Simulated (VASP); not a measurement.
# BaS (Fm-3m) in VASP: further runs

BaS is run at these levels: PBE; tasks: single point.

All numbers are computed with VASP 6.6.1; they aren't measurements. Logs are shortened: lines on timing, memory, paths and dates and some standing lists are left out, and cuts for length are marked.

### 1 The cell of the first run

Symmetry: Fm-3m, No. 225, cubic system. Conventional cell: a = 6.429 Å, b = 6.429 Å, c = 6.429 Å, α = 90.00°, β = 90.00°, γ = 90.00°. Within 4.2 Å of Ba (site symmetry m-3m) lie 6 S at 3.21 Å. S (site symmetry m-3m) has 6 Ba at 3.21 Å within 4.2 Å.

### 2 Single point, PBE

The input, INCAR:

```
SYSTEM = BaS
ALGO = Normal
EDIFF = 1E-6
ENCUT = 500
GGA = PE
GGA_COMPAT = .False.
ISIF = 2
ISMEAR = 0
LASPH = .True.
LCHARG = .False.
LREAL = .False.
LWAVE = .False.
NBANDS = 15
NELM = 120
PREC = Accurate
SIGMA = 0.02
```

The input, KPOINTS:

```
k-points
0
Gamma
  8 8 8
  0 0 0
```

The input, POSCAR:

```
BaS
1.0
    0.0000000000      3.2146970798      3.2146970798
    3.2146970798      0.0000000000      3.2146970798
    3.2146970798      3.2146970798      0.0000000000
Ba S
1 1
Direct
    0.0000000000      0.0000000000      0.0000000000
    0.5000000000      0.5000000000      0.5000000000
```

Potentials or basis: VASP PAW PBE potentials, release 64 (Ba_sv, S).

Run with:

```bash
> cat potpaw_PBE.64/Ba_sv/POTCAR potpaw_PBE.64/S/POTCAR > POTCAR
> mpirun -np 1 vasp_std > vasp.out
```

OUTCAR:

```text
SYSTEM = BaS
   EDIFF = 1E-6
   ENCUT = 500
   GGA = PE
   ISIF = 2
   ISMEAR = 0
   LASPH = .True.
   LREAL = .False.
   NELM = 120
   PREC = Accurate

 ion  position               nearest neighbor table
   1  0.000  0.000  0.000-   2 3.21   2 3.21   2 3.21   2 3.21   2 3.21   2 3.21
   2  0.500  0.500  0.500-   1 3.21   1 3.21   1 3.21   1 3.21   1 3.21   1 3.21

  LATTYP: Found a face centered cubic cell.
 ALAT       =     6.4293941596

  Lattice vectors:

 A1 = (   0.0000000000,   3.2146970798,   3.2146970798)
 A2 = (   3.2146970798,   0.0000000000,   3.2146970798)
 A3 = (   3.2146970798,   3.2146970798,   0.0000000000)

Analysis of symmetry for initial positions (statically):
=====================================================================
 Subroutine PRICEL returns:
 Original cell was already a primitive cell.

 Routine SETGRP: Setting up the symmetry group for a
 face centered cubic supercell.

 Subroutine GETGRP returns: Found 48 space group operations
 (whereof 48 operations were pure point group operations)
 out of a pool of 48 trial point group operations.

The static configuration has the point symmetry O_h .

Analysis of symmetry for dynamics (positions and initial velocities):
=====================================================================
 Subroutine PRICEL returns:
 Original cell was already a primitive cell.

 Routine SETGRP: Setting up the symmetry group for a
 face centered cubic supercell.

 Subroutine GETGRP returns: Found 48 space group operations
 (whereof 48 operations were pure point group operations)
 out of a pool of 48 trial point group operations.

The dynamic configuration has the point symmetry O_h .

 Subroutine INISYM returns: Found 48 space group operations
 (whereof 48 operations are pure point group operations),
 and found     1 'primitive' translations

----------------------------------------------------------------------------------------

                                     Primitive cell

  volume of cell :      66.4431

  direct lattice vectors                    reciprocal lattice vectors
     0.000000000  3.214697080  3.214697080    -0.155535650  0.155535650  0.155535650
     3.214697080  0.000000000  3.214697080     0.155535650 -0.155535650  0.155535650
     3.214697080  3.214697080  0.000000000     0.155535650  0.155535650 -0.155535650

  length of vectors
     4.546268209  4.546268209  4.546268209     0.269395648  0.269395648  0.269395648

  position of ions in fractional coordinates (direct lattice)
     0.000000000  0.000000000  0.000000000
     0.500000000  0.500000000  0.500000000

  ion indices of the primitive-cell ions
   primitive index   ion index
                 1           1
                 2           2

----------------------------------------------------------------------------------------

 KPOINTS: k-points

Automatic generation of k-mesh.
 Grid dimensions read from file:
 generate k-points for:    8    8    8

 Generating k-lattice:

  Cartesian coordinates                     Fractional coordinates (reciprocal lattice)
    -0.019441956  0.019441956  0.019441956     0.125000000  0.000000000  0.000000000
     0.019441956 -0.019441956  0.019441956     0.000000000  0.125000000  0.000000000
     0.019441956  0.019441956 -0.019441956     0.000000000  0.000000000  0.125000000

  Length of vectors
     0.033674456  0.033674456  0.033674456

  Shift w.r.t. Gamma in fractional coordinates (k-lattice)
     0.000000000  0.000000000  0.000000000

 Subroutine IBZKPT returns following result:
 ===========================================

 Found     29 irreducible k-points:

 Following reciprocal coordinates:
            Coordinates               Weight
  0.000000  0.000000  0.000000      1.000000
  0.125000  0.000000  0.000000      8.000000
  0.250000  0.000000  0.000000      8.000000
  0.375000  0.000000  0.000000      8.000000
  0.500000  0.000000  0.000000      4.000000
  0.125000  0.125000  0.000000      6.000000
[... 16 lines left out ...]
  0.500000  0.250000  0.125000     48.000000
 -0.375000  0.250000  0.125000     24.000000
 [... further k-points ...]
   k-points           NKPTS =     29   k-points in BZ     NKDIM =     29   number of bands    NBANDS=     15
   number of dos      NEDOS =    301   number of ions     NIONS =      2
   total plane-waves  NPLWV =  46656
   dimension x,y,z NGX =    36 NGY =   36 NGZ =   36
   dimension x,y,z NGXF=    72 NGYF=   72 NGZF=   72
   ions per type =               1   1
   NGX,Y,Z   is equivalent  to a cutoff of  13.16, 13.16, 13.16 a.u.
   NGXF,Y,Z  is equivalent  to a cutoff of  26.33, 26.33, 26.33 a.u.
 SYSTEM =  BaS
   PREC   = accura    normal or accurate (medium, high low for compatibility)
   ISTART =      0    job   : 0-new  1-cont  2-samecut
   ICHARG =      2    charge: 1-file 2-atom 10-const
   ISPIN  =      1    spin polarized calculation?
   LNONCOLLINEAR =      F non collinear calculations
   LSORBIT =      F    spin-orbit coupling
   LASPH  =      T    aspherical Exc in radial PAW
   ENCUT  =  500.0 eV  36.75 Ry    6.06 a.u.   8.29  8.29  8.29*2*pi/ulx,y,z
   NELM   =    120;   NELMIN=  2; NELMDL= -5     # of ELM steps
   EDIFF  = 0.1E-05   stopping-criterion for ELM
   LREAL  =      F    real-space projection
[... 7 lines left out ...]
   TEBEG  =    0.0;   TEEND  =   0.0 temperature during run
   PSTRESS=    0.0 pullay stress
   NELECT =      16.0000    total number of electrons
   NUPDOWN=      -1.0000    fix difference up-down
   EMIN   =  10.00;   EMAX   =-10.00  energy-range for DOS
   EFERMI =   0.00;   METHOD = LEGACY
   ISMEAR =     0;   SIGMA  =   0.02  broadening in eV -4-tet -1-fermi 0-gaus
   EFERMI_NEDOS =   21; number of points for ismear=-14 and -15
   IALGO  =     38    algorithm
   IMIX   =      4    mixing-type and parameters
     AMIX     =   0.40;   BMIX     =  1.00
     AMIX_MAG =   1.60;   BMIX_MAG =  1.00
  volume/ion in A,a.u.               =      33.22       224.19
  Fermi-wavevector in a.u.,A,eV,Ry     =   1.018509  1.924702 14.114141  1.037360
  Thomas-Fermi vector in A             =   2.151970
   LORBIT       =      0    0 simple, 1 ext, 2 COOP (PROOUT), +10 PAW based schemes
   GGA     = PE    functional components
   LHFCALC =     F    Hartree Fock is set to
   AEXX    =    0.0000 exact exchange contribution
   IVDW    =     0    specifies the selected vdW correction
   LEPSILON=     F    determine dielectric tensor
   LRPA    =     F    only Hartree local field effects (RPA)
 non-spin polarized calculation
 Gauss-broadening in eV      SIGMA  =   0.02
  energy-cutoff  :      500.00
  volume of cell :       66.44
 maximum number of plane-waves:      1708
 NGX is ok and might be reduce to    36
   NGX = 17   NGY = 17   NGZ = 17

 number of electron      16.0000002 magnetization

 Free energy of the ion-electron system (eV)
  ---------------------------------------------------
  ext. energy  EPLUGINS =         0.00000000
  ---------------------------------------------------
  free energy    TOTEN  =       -10.19256698 eV

  energy without entropy =      -10.19256698  energy(sigma->0) =      -10.19256698

 E-fermi :   1.5321     XC(G=0):  -8.5447

 val. band max:        1.3531784571   @ k =   0.0000   0.0000   0.0000
 cond. band min:       3.4924717907   @ k =   0.5000   0.5000   0.0000
 fundamental gap:      2.1392933336
 Fermi energy:         1.5320931470

 k-point     1 :       0.0000    0.0000    0.0000
  band No.  band energies     occupation
      1     -24.7842      2.00000
      2      -9.8415      2.00000
      3      -9.8415      2.00000
      4      -9.8415      2.00000
      5      -8.9774      2.00000
      6       1.3532      2.00000
      7       1.3532      2.00000
      8       1.3532      2.00000
      9       4.8574      0.00000
     10       5.2185      0.00000
     11       5.2185      0.00000
     12       5.2185      0.00000
     13       6.1239      0.00000
     14       6.1239      0.00000
     15      10.0536      0.00000

 k-point     2 :       0.1250    0.0000    0.0000
  band No.  band energies     occupation
      1     -24.7783      2.00000
      2     -10.1086      2.00000
      3      -9.8469      2.00000
      4      -9.8469      2.00000
      5      -8.6968      2.00000
      6       0.9521      2.00000
      7       1.1513      2.00000
      8       1.1513      2.00000
      9       5.1966      0.00000
     10       5.4466      0.00000
     11       5.4466      0.00000
     12       5.4729      0.00000
     13       6.5640      0.00000
     14       6.5640      0.00000
     15      10.6625      0.00000

 k-point     3 :       0.2500    0.0000    0.0000
  band No.  band energies     occupation
      1     -24.7640      2.00000
      2     -10.5075      2.00000
      3      -9.8599      2.00000
      4      -9.8599      2.00000
      5      -8.2636      2.00000
      6       0.2288      2.00000
      7       0.7497      2.00000
      8       0.7497      2.00000
      9       5.4375      0.00000
     10       6.0837      0.00000
     11       6.0837      0.00000
     12       6.6247      0.00000
     13       7.6692      0.00000
     14       7.6692      0.00000
     15      11.8403      0.00000
[... 343 lines left out ...]
 k-point    23 :       0.5000    0.2500    0.1250
  band No.  band energies     occupation
      1     -24.7423      2.00000
      2     -10.6480      2.00000
      3     -10.0126      2.00000
      4      -9.9168      2.00000
      5      -8.1466      2.00000
      6      -0.0741      2.00000
      7       0.4639      2.00000
      8       0.8194      2.00000
      9       5.2185      0.00000
     10       6.8798      0.00000
     11       7.4377      0.00000
     12       7.5898      0.00000
     13       8.7378      0.00000
     14       9.9610      0.00000
     15      10.5922      0.00000

 k-point    24 :      -0.3750    0.2500    0.1250
  band No.  band energies     occupation
      1     -24.7376      2.00000
      2     -10.6952      2.00000
      3     -10.0218      2.00000
      4      -9.9389      2.00000
      5      -8.1066      2.00000
      6      -0.0997      2.00000
      7       0.5113      2.00000
      8       0.5809      2.00000
      9       6.0128      0.00000
     10       6.1853      0.00000
     11       7.9269      0.00000
     12       8.1316      0.00000
     13       9.0869      0.00000
     14      10.0068      0.00000
     15      10.6279      0.00000

 [... further k-points ...]

------------------------ aborting loop because EDIFF is reached ----------------------------------------

  FORCE on cell =-STRESS in cart. coord.  units (eV):
  Direction    XX          YY          ZZ          XY          YZ          ZX
  --------------------------------------------------------------------------------------
  -------------------------------------------------------------------------------------
  Total        0.2186563      0.2186563      0.2186563      0.0000000      0.0000000     -0.0000000
  in kB        5.2725710      5.2725710      5.2725710      0.0000000      0.0000000     -0.0000000
  external PRESSURE =       5.2725710 kB  Pullay stress =       0.0000000 kB

 VOLUME and BASIS-vectors are now :
 -----------------------------------------------------------------------------
  energy-cutoff  :      500.00
  volume of cell :       66.44
      direct lattice vectors                 reciprocal lattice vectors
     0.000000000  3.214697080  3.214697080    -0.155535650  0.155535650  0.155535650
     3.214697080  0.000000000  3.214697080     0.155535650 -0.155535650  0.155535650
     3.214697080  3.214697080  0.000000000     0.155535650  0.155535650 -0.155535650

 POSITION                                       TOTAL-FORCE (eV/Angst)
 -----------------------------------------------------------------------------------
      0.00000      0.00000      0.00000        -0.000000      0.000000     -0.000000
      3.21470      3.21470      3.21470         0.000000     -0.000000      0.000000
 -----------------------------------------------------------------------------------
    total drift:                                0.000000      0.000000      0.000000

  FREE ENERGIE OF THE ION-ELECTRON SYSTEM (eV)
  ---------------------------------------------------
  free  energy   TOTEN  =       -10.1925669785 eV

  energy  without entropy=      -10.1925669785  energy(sigma->0) =      -10.19256698
```

Wall time 40 s (1 thread of Intel Xeon 8259CL, shared host); peak memory 0.21 GiB.

Results:

```yaml
Free_energy: -10.1926 eV
Pressure: 0.5 GPa
Band_gap_on_the_k_mesh: 2.14 eV (least direct gap 2.29 eV)
```

Levels at points of the mesh, in eV from the valence-band top:
```csv
k point,band 4,band 5,band 6,band 7,band 8,band 9,band 10,band 11,band 12,band 13
"(0.00, 0.00, 0.00)",-11.19,-10.33,0.00,0.00,0.00,3.50,3.87,3.87,3.87,4.77
"(0.50, 0.00, 0.00)",-11.23,-9.18,-1.89,-1.05,-1.05,5.47,5.63,6.23,6.23,8.78
"(0.50, 0.50, 0.00)",-11.37,-10.24,-0.54,-0.15,-0.15,2.14,5.88,5.91,7.39,7.39
```

Caveat: spin-orbit coupling is left out, which moves the levels of the heavy elements. A k mesh can miss the band edges.

### 3 Single point, PBE

The input, INCAR:

```
ALGO = Normal
EDIFF = 1E-6
ENCUT = 500
GGA = PE
GGA_COMPAT = F
ISIF = 2
ISMEAR = 0
LASPH = T
LCHARG = F
LREAL = F
LWAVE = F
NBANDS = 15
NELM = 120
PREC = Accurate
SIGMA = 0.02
```

The input, KPOINTS:

```
k-points
0
Gamma
  8 8 8
```

POSCAR is that of step 2.

Potentials or basis: VASP PAW PBE potentials, release 64 (Ba_sv, S).

Run with:

```bash
> cat potpaw_PBE.64/Ba_sv/POTCAR potpaw_PBE.64/S/POTCAR > POTCAR
> mpirun -np 1 vasp_std > vasp.out
```

Run time: 40 s. Hardware: 1 thread of Intel Xeon 8259CL, shared host; peak memory 0.21 GiB.

Results (log left out):

```yaml
Free_energy: -10.1926 eV
Pressure: 0.5 GPa
Band_gap_on_the_k_mesh: 2.14 eV (least direct gap 2.29 eV)
```

Levels at points of the mesh, in eV from the valence-band top:
```csv
k point,band 6,band 7,band 8,band 9,band 10,band 11
"(0.00, 0.00, 0.00)",0.00,0.00,0.00,3.50,3.87,3.87
"(0.50, 0.00, 0.00)",-1.89,-1.05,-1.05,5.47,5.63,6.23
"(0.50, 0.50, 0.00)",-0.54,-0.15,-0.15,2.14,5.88,5.91
```

Caveat: spin-orbit coupling is left out, which moves the levels of the heavy elements. A k mesh can miss the band edges.
